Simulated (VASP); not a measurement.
# Sn (P6_3/mmc) in VASP: further runs, part 2 of 2

VASP 6.6.1. The steps go on from the part before.

### Step 4. Single point, PBEsol (volume scaled by 0.75)

INCAR reads:

```
  PREC = Accurate
  ENCUT = 520
  EDIFF = 1E-6
  ISMEAR = -1
  SIGMA = 0.1
  LREAL = False
  LASPH = True
  NELM = 80
  ALGO = Normal
  ISIF = 2
  LWAVE = False
  LCHARG = False
  GGA = PS
  NBANDS = 21
```

KPOINTS reads:

```
regular mesh
0
Gamma
  13 13 7
```

POSCAR reads:

```
Sn
1.0
    3.0413038400      0.0000000000      0.0000000000
   -1.5206519200      2.6338463861      0.0000000000
    0.0000000000      0.0000000000      4.9166599292
Sn
2
Direct
    0.3333333333      0.6666666667      0.2500000000
    0.6666666667      0.3333333333      0.7500000000
```

Potentials or basis: VASP PAW PBE potentials, release 64 (Sn_d).

On the command line:

```sh
cat potpaw_PBE.64/Sn_d/POTCAR > POTCAR
mpirun -np 1 vasp_std > vasp.out
```

OUTCAR:

```text
PREC = Accurate
   ENCUT = 520
   EDIFF = 1E-6
   ISMEAR = -1
   LREAL = False
   LASPH = True
   NELM = 80
   ISIF = 2
   GGA = PS

 ion  position               nearest neighbor table
   1  0.333  0.667  0.250-   2 3.02   2 3.02   2 3.02   2 3.02   2 3.02   2 3.02
   2  0.667  0.333  0.750-   1 3.02   1 3.02   1 3.02   1 3.02   1 3.02   1 3.02

  LATTYP: Found a hexagonal cell.
 ALAT       =     3.0413038400
 C/A-ratio  =     1.6166289815

  Lattice vectors:

 A1 = (   3.0413038400,   0.0000000000,   0.0000000000)
 A2 = (  -1.5206519200,   2.6338463861,   0.0000000000)
 A3 = (   0.0000000000,   0.0000000000,   4.9166599292)

Analysis of symmetry for initial positions (statically):
=====================================================================
 Subroutine PRICEL returns:
 Original cell was already a primitive cell.

 Routine SETGRP: Setting up the symmetry group for a
 hexagonal supercell.

 Subroutine GETGRP returns: Found 24 space group operations
 (whereof 12 operations were pure point group operations)
 out of a pool of 24 trial point group operations.

The static configuration has the point symmetry D_3d.
 The point group associated with its full space group is D_6h.

Analysis of symmetry for dynamics (positions and initial velocities):
=====================================================================
 Subroutine PRICEL returns:
 Original cell was already a primitive cell.

 Routine SETGRP: Setting up the symmetry group for a
 hexagonal supercell.

 Subroutine GETGRP returns: Found 24 space group operations
 (whereof 12 operations were pure point group operations)
 out of a pool of 24 trial point group operations.

The dynamic configuration has the point symmetry D_3d.
 The point group associated with its full space group is D_6h.

 Subroutine INISYM returns: Found 24 space group operations
 (whereof 12 operations are pure point group operations),
 and found     1 'primitive' translations

----------------------------------------------------------------------------------------

                                     Primitive cell

  volume of cell :      39.3841

  direct lattice vectors                    reciprocal lattice vectors
     3.041303840  0.000000000  0.000000000     0.328806345  0.189836432  0.000000000
    -1.520651920  2.633846386  0.000000000     0.000000000  0.379672864  0.000000000
     0.000000000  0.000000000  4.916659929     0.000000000  0.000000000  0.203390109

  length of vectors
     3.041303840  3.041303840  4.916659929     0.379672864  0.379672864  0.203390109

  position of ions in fractional coordinates (direct lattice)
     0.333333333  0.666666667  0.250000000
     0.666666667  0.333333333  0.750000000

  ion indices of the primitive-cell ions
   primitive index   ion index
                 1           1
                 2           2

----------------------------------------------------------------------------------------

 KPOINTS: regular mesh

Automatic generation of k-mesh.
 Grid dimensions read from file:
 generate k-points for:   13   13    7

 Generating k-lattice:

  Cartesian coordinates                     Fractional coordinates (reciprocal lattice)
     0.025292796  0.014602802  0.000000000     0.076923077  0.000000000  0.000000000
     0.000000000  0.029205605  0.000000000     0.000000000  0.076923077  0.000000000
     0.000000000  0.000000000  0.029055730     0.000000000  0.000000000  0.142857143

  Length of vectors
     0.029205605  0.029205605  0.029055730

  Shift w.r.t. Gamma in fractional coordinates (k-lattice)
     0.000000000  0.000000000  0.000000000

 Subroutine IBZKPT returns following result:
 ===========================================

 Found     84 irreducible k-points:

 Following reciprocal coordinates:
            Coordinates               Weight
  0.000000  0.000000  0.000000      1.000000
  0.076923  0.000000  0.000000      6.000000
  0.153846 -0.000000  0.000000      6.000000
  0.230769  0.000000  0.000000      6.000000
  0.307692 -0.000000  0.000000      6.000000
  0.384615  0.000000  0.000000      6.000000
[... 16 lines left out ...]
  0.076923  0.000000  0.142857     12.000000
  0.153846 -0.000000  0.142857     12.000000
 [... further k-points ...]
   k-points           NKPTS =     84   k-points in BZ     NKDIM =     84   number of bands    NBANDS=     21
   number of dos      NEDOS =    301   number of ions     NIONS =      2
   total plane-waves  NPLWV =  23040
   dimension x,y,z NGX =    24 NGY =   24 NGZ =   40
   dimension x,y,z NGXF=    48 NGYF=   48 NGZF=   80
   ions per type =               2
   NGX,Y,Z   is equivalent  to a cutoff of  13.12, 13.12, 13.53 a.u.
   NGXF,Y,Z  is equivalent  to a cutoff of  26.24, 26.24, 27.05 a.u.
 SYSTEM =  unknown system
   PREC   = accura    normal or accurate (medium, high low for compatibility)
   ISTART =      0    job   : 0-new  1-cont  2-samecut
   ICHARG =      2    charge: 1-file 2-atom 10-const
   ISPIN  =      1    spin polarized calculation?
   LNONCOLLINEAR =      F non collinear calculations
   LSORBIT =      F    spin-orbit coupling
   LASPH  =      T    aspherical Exc in radial PAW
   ENCUT  =  520.0 eV  38.22 Ry    6.18 a.u.   5.65  5.65  9.14*2*pi/ulx,y,z
   NELM   =     80;   NELMIN=  2; NELMDL= -5     # of ELM steps
   EDIFF  = 0.1E-05   stopping-criterion for ELM
   LREAL  =      F    real-space projection
   EDIFFG = 0.1E-04   stopping-criterion for IOM
   NSW    =      0    number of steps for IOM
   IBRION =     -1    ionic relax: 0-MD 1-quasi-New 2-CG
   NFREE  =      0    steps in history (QN), initial steepest desc. (CG)
   ISIF   =      2    stress and relaxation
   ISYM   =      2    0-nonsym 1-usesym 2-fastsym
   POTIM  = 0.5000    time-step for ionic-motion
   TEBEG  =    0.0;   TEEND  =   0.0 temperature during run
   PSTRESS=    0.0 pullay stress
   NELECT =      28.0000    total number of electrons
   NUPDOWN=      -1.0000    fix difference up-down
   EMIN   =  10.00;   EMAX   =-10.00  energy-range for DOS
   EFERMI =   0.00;   METHOD = LEGACY
   ISMEAR =    -1;   SIGMA  =   0.10  broadening in eV -4-tet -1-fermi 0-gaus
   EFERMI_NEDOS =   21; number of points for ismear=-14 and -15
   IALGO  =     38    algorithm
   IMIX   =      4    mixing-type and parameters
     AMIX     =   0.40;   BMIX     =  1.00
     AMIX_MAG =   1.60;   BMIX_MAG =  1.00
  volume/ion in A,a.u.               =      19.69       132.89
  Fermi-wavevector in a.u.,A,eV,Ry     =   1.461125  2.761126 29.046890  2.134886
  Thomas-Fermi vector in A             =   2.577493
   LORBIT       =      0    0 simple, 1 ext, 2 COOP (PROOUT), +10 PAW based schemes
   GGA     = PS    functional components
   LHFCALC =     F    Hartree Fock is set to
   AEXX    =    0.0000 exact exchange contribution
   IVDW    =     0    specifies the selected vdW correction
   LEPSILON=     F    determine dielectric tensor
   LRPA    =     F    only Hartree local field effects (RPA)
 non-spin polarized calculation
  energy-cutoff  :      520.00
  volume of cell :       39.38
 maximum number of plane-waves:      1092
 NGX is ok and might be reduce to    24
   NGX = 11   NGY = 11   NGZ = 19

 number of electron      27.9999981 magnetization

 Free energy of the ion-electron system (eV)
  ---------------------------------------------------
  ext. energy  EPLUGINS =         0.00000000
  ---------------------------------------------------
  free energy    TOTEN  =        -7.50757596 eV

  energy without entropy =       -7.47671084  energy(sigma->0) =       -7.49214340

 E-fermi :  12.6167     XC(G=0): -12.1119

 val. band max:       12.6098106528   @ k =   0.2308   0.1538   0.4286
 cond. band min:      12.6395411590   @ k =   0.2308   0.1538   0.2857
 fundamental gap:      0.0297305062
 Fermi energy:        12.6167008077

 k-point     1 :       0.0000    0.0000    0.0000
  band No.  band energies     occupation
      1      -9.3363      2.00000
      2      -9.2672      2.00000
      3      -9.2377      2.00000
      4      -9.2377      2.00000
      5      -9.2021      2.00000
      6      -9.2021      2.00000
[... 13 lines left out ...]
     20      23.4623      0.00000
     21      26.2318      0.00000
[... 529 lines left out ...]
 k-point    24 :       0.1538   -0.0000    0.1429
  band No.  band energies     occupation
      1      -9.3433      2.00000
      2      -9.2640      2.00000
      3      -9.2366      2.00000
      4      -9.1981      2.00000
      5      -9.1949      2.00000
      6      -9.1361      2.00000
[... 13 lines left out ...]
     20      23.7341      0.00000
     21      24.4098      0.00000

 [... further k-points ...]

------------------------ aborting loop because EDIFF is reached ----------------------------------------

  FORCE on cell =-STRESS in cart. coord.  units (eV):
  Direction    XX          YY          ZZ          XY          YZ          ZX
  --------------------------------------------------------------------------------------
  -------------------------------------------------------------------------------------
  Total        7.7497755      7.7497755      7.7077616     -0.0000000      0.0000000     -0.0000000
  in kB      315.2675562    315.2675563    313.5583964     -0.0000000      0.0000000     -0.0000000
  external PRESSURE =     314.6978363 kB  Pullay stress =       0.0000000 kB

 VOLUME and BASIS-vectors are now :
 -----------------------------------------------------------------------------
  energy-cutoff  :      520.00
  volume of cell :       39.38
      direct lattice vectors                 reciprocal lattice vectors
     3.041303840  0.000000000  0.000000000     0.328806345  0.189836432  0.000000000
    -1.520651920  2.633846386  0.000000000     0.000000000  0.379672864  0.000000000
     0.000000000  0.000000000  4.916659929     0.000000000  0.000000000  0.203390109

 POSITION                                       TOTAL-FORCE (eV/Angst)
 -----------------------------------------------------------------------------------
     -0.00000      1.75590      1.22916         0.000000      0.000000      0.000000
      1.52065      0.87795      3.68749        -0.000000     -0.000000      0.000000
 -----------------------------------------------------------------------------------
    total drift:                               -0.000000      0.000000      0.000000

  FREE ENERGIE OF THE ION-ELECTRON SYSTEM (eV)
  ---------------------------------------------------
  free  energy   TOTEN  =        -7.5075759596 eV

  energy  without entropy=       -7.4767108402  energy(sigma->0) =       -7.49214340
```

OSZICAR:

```text
N       E                     dE             d eps       ncg     rms          rms(c)
DAV:   1     0.215254613901E+03    0.21525E+03   -0.14541E+04  3682   0.237E+03
DAV:   2     0.128183494799E+02   -0.20244E+03   -0.19731E+03  3573   0.455E+02
DAV:   3    -0.706865264395E+01   -0.19887E+02   -0.19666E+02  4036   0.129E+02
DAV:   4    -0.758718351237E+01   -0.51853E+00   -0.51816E+00  4113   0.227E+01
DAV:   5    -0.760494376037E+01   -0.17760E-01   -0.17760E-01  4702   0.403E+00    0.355E+00
DAV:   6    -0.753716633780E+01    0.67777E-01   -0.58638E-02  4918   0.397E+00    0.191E+00
DAV:   7    -0.750895279240E+01    0.28214E-01   -0.32699E-02  4888   0.291E+00    0.196E-01
DAV:   8    -0.750757617201E+01    0.13766E-02   -0.27167E-03  4788   0.785E-01    0.211E-02
DAV:   9    -0.750757693922E+01   -0.76721E-06   -0.56265E-05  4744   0.607E-02    0.134E-02
DAV:  10    -0.750757595956E+01    0.97966E-06   -0.14211E-06  3176   0.158E-02
   1 F= -.75075760E+01 E0= -.74921434E+01  d E =-.308651E-01
```

stdout:

```text
POSCAR found type information on POSCAR Sn
 POSCAR found :  1 types and       2 ions
 scaLAPACK will be used
 -----------------------------------------------------------------------------
|                                                                             |
|                                                                             |
|     You enforced a specific xc type in the INCAR file but a different       |
|     I HOPE YOU KNOW WHAT YOU ARE DOING!                                     |
|                                                                             |
 -----------------------------------------------------------------------------

 LDA part: xc-table for (Slater+PW92), standard interpolation
 POSCAR, INCAR and KPOINTS ok, starting setup
 FFT: planning ... GRIDC
 FFT: planning ... GRID_SOFT
 FFT: planning ... GRID
 WAVECAR not read
 entering main loop
```

Run time: 1.7 min. Hardware: 1 thread of AMD EPYC 7R13, shared host; peak memory 0.16 GiB.

Results:

```yaml
Free_energy: -7.5076 eV
Pressure: 31.5 GPa
Band_gap_on_the_k_mesh: zero (band 14 reaches 20.25 eV, above the bottom of band 15 at 9.53 eV)
```

Stress tensor (GPa, compression positive):
```
31.53  0.00  0.00
 0.00 31.53  0.00
 0.00  0.00 31.36
```

Levels at points of the mesh, in eV from the Fermi level:
```
           k point  band 10  band 11  band 12  band 13  band 14  band 15  band 16  band 17  band 18  band 19
(0.00, 0.00, 0.00)   -21.50   -14.01    -7.34    -6.65     7.51     7.51     9.83     9.83    10.05    10.83
```

Caveat: the PAW data sets were made with another functional, which shifts forces and pressure a little; spin-orbit coupling is left out, which moves the levels of the heavy elements.

### Step 5. Single point, PBEsol (volume scaled by 0.85)

INCAR reads:

```
SYSTEM = Sn
  ALGO = Normal
  EDIFF = 1E-6
  ENCUT = 520
  GGA = PS
  ISIF = 2
  ISMEAR = -1
  LASPH = .True.
  LCHARG = .True.
  LELF = .True.
  LREAL = .False.
  LVHAR = .True.
  LWAVE = .False.
  NBANDS = 21
  NELM = 60
  PREC = Accurate
  SIGMA = 0.1
```

KPOINTS reads:

```
k-points
0
Gamma
  13 13 7
  0 0 0
```

POSCAR reads:

```
Sn
1.0
    3.1789731934      0.0000000000      0.0000000000
   -1.5894865967      2.7530715435      0.0000000000
    0.0000000000      0.0000000000      5.1000416387
Sn
2
Direct
    0.3333333333      0.6666666667      0.2500000000
    0.6666666667      0.3333333333      0.7500000000
```

Potentials or basis: VASP PAW PBE potentials, release 64 (Sn_d).

On the command line:

```sh
cat potpaw_PBE.64/Sn_d/POTCAR > POTCAR
mpirun -np 1 vasp_std > vasp.out
```

OUTCAR:

```text
SYSTEM = Sn
   EDIFF = 1E-6
   ENCUT = 520
   GGA = PS
   ISIF = 2
   ISMEAR = -1
   LASPH = .True.
   LREAL = .False.
   NELM = 60
   PREC = Accurate

 ion  position               nearest neighbor table
   1  0.333  0.667  0.250-   2 3.14   2 3.14   2 3.14   2 3.14   2 3.14   2 3.14
   2  0.667  0.333  0.750-   1 3.14   1 3.14   1 3.14   1 3.14   1 3.14   1 3.14

  LATTYP: Found a hexagonal cell.
 ALAT       =     3.1789731934
 C/A-ratio  =     1.6043047011

  Lattice vectors:

[... 765 lines left out ...]
------------------------ aborting loop because EDIFF is reached ----------------------------------------

  FORCE on cell =-STRESS in cart. coord.  units (eV):
  Direction    XX          YY          ZZ          XY          YZ          ZX
  --------------------------------------------------------------------------------------
  -------------------------------------------------------------------------------------
  Total        3.6905297      3.6905297      3.6864521      0.0000000      0.0000000      0.0000000
  in kB      132.4711188    132.4711188    132.3247547      0.0000000      0.0000000      0.0000000
  external PRESSURE =     132.4223308 kB  Pullay stress =       0.0000000 kB

 VOLUME and BASIS-vectors are now :
 -----------------------------------------------------------------------------
  energy-cutoff  :      520.00
  volume of cell :       44.64
      direct lattice vectors                 reciprocal lattice vectors
     3.178973193  0.000000000  0.000000000     0.314566981  0.181615331  0.000000000
    -1.589486597  2.753071543  0.000000000     0.000000000  0.363230662  0.000000000
     0.000000000  0.000000000  5.100041639     0.000000000  0.000000000  0.196076831

 POSITION                                       TOTAL-FORCE (eV/Angst)
 -----------------------------------------------------------------------------------
     -0.00000      1.83538      1.27501        -0.000000      0.000000      0.000000
      1.58949      0.91769      3.82503         0.000000     -0.000000      0.000000
 -----------------------------------------------------------------------------------
    total drift:                               -0.000000      0.000000      0.000000

  FREE ENERGIE OF THE ION-ELECTRON SYSTEM (eV)
  ---------------------------------------------------
  free  energy   TOTEN  =        -8.2107087759 eV

  energy  without entropy=       -8.1763264055  energy(sigma->0) =       -8.19351759
```

Run time: 1.8 min. Hardware: 1 thread of AMD EPYC 7R13, shared host; peak memory 0.17 GiB.

What came out:

| Quantity | Value |
| --- | --- |
| Free energy | -8.2107 eV |
| Pressure | 13.2 GPa |
| Band gap on the k mesh | zero (band 14 reaches 17.35 eV, above the bottom of band 15 at 8.00 eV) |

Levels at points of the mesh, in eV from the Fermi level:
| k point | band 12 | band 13 | band 14 | band 15 | band 16 | band 17 |
| --- | --- | --- | --- | --- | --- | --- |
| (0.00, 0.00, 0.00) | -6.95 | -5.74 | 6.63 | 6.63 | 8.79 | 8.79 |

Caveat: the PAW data sets were made with another functional, which shifts forces and pressure a little; spin-orbit coupling is left out, which moves the levels of the heavy elements.

### Step 6. Summary

```csv
cell,gap on the mesh (eV),pressure (GPa)
"a = 2.899, b = 2.899, c = 4.690 Å, angles 90.0, 90.0, 120.0°, 2 atoms",none,66.5
"a = 3.041, b = 3.041, c = 4.917 Å, angles 90.0, 90.0, 120.0°, 2 atoms",none,31.5
"a = 3.179, b = 3.179, c = 5.100 Å, angles 90.0, 90.0, 120.0°, 2 atoms",none,13.2
```

Alike in all rows: task single point; level PBEsol; potentials or basis VASP PAW PBE potentials, release 64 (Sn_d); no spin polarisation; k mesh 13 × 13 × 7; cutoff (eV) 520; smearing fermi-dirac 0.1 eV.

Caveats: the PAW data sets were made with another functional, which shifts forces and pressure a little; spin-orbit coupling is left out, which moves the levels of the heavy elements.

Total energies depend on the potentials used, so only differences within one code and one set of settings carry meaning.
